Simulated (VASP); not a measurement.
AgCl, 2 atoms in the cell. It takes space group Pm-3m (No. 221, cubic). Conventional cell: a = 3.389 Å, b = 3.389 Å, c = 3.389 Å, α = 90.00°, β = 90.00°, γ = 90.00°. Ag (site symmetry m-3m) has 8 Cl at 2.94 Å and 6 Ag at 3.39 Å within 3.9 Å. Within 3.9 Å of Cl (site symmetry m-3m) lie 8 Ag at 2.94 Å and 6 Cl at 3.39 Å. 

- Program: VASP 6.6.1
- Task: single point
- Functional: PBEsol
- Potentials or basis: VASP PAW PBE potentials, release 64 (Ag, Cl)
- Cutoff: 520 eV
- k mesh: 12 × 12 × 12
- Occupations: gaussian, width 0.05 eV
- Spin: no spin polarisation
- Dipole correction: no
- Further INCAR settings: ALGO = Normal; EDIFF = 1e-06; NBANDS = 16

Potentials or basis: VASP PAW PBE potentials, release 64 (Ag, Cl).

The run is started by

```sh
$ cat potpaw_PBE.64/Ag/POTCAR potpaw_PBE.64/Cl/POTCAR > POTCAR
$ mpirun -np 1 vasp_std > vasp.out
```

Hardware: 1 thread of Intel(R) Xeon(R) Platinum 8488C (Sapphire Rapids), on a shared host.

**Question.** Estimate the wall time of this run.

**Answer.** Wall time 29 s on 1 thread of Intel(R) Xeon(R) Platinum 8488C (Sapphire Rapids), with other jobs on the host, peak memory 0.19 GiB. Counts: scf iterations 12, k points 84.
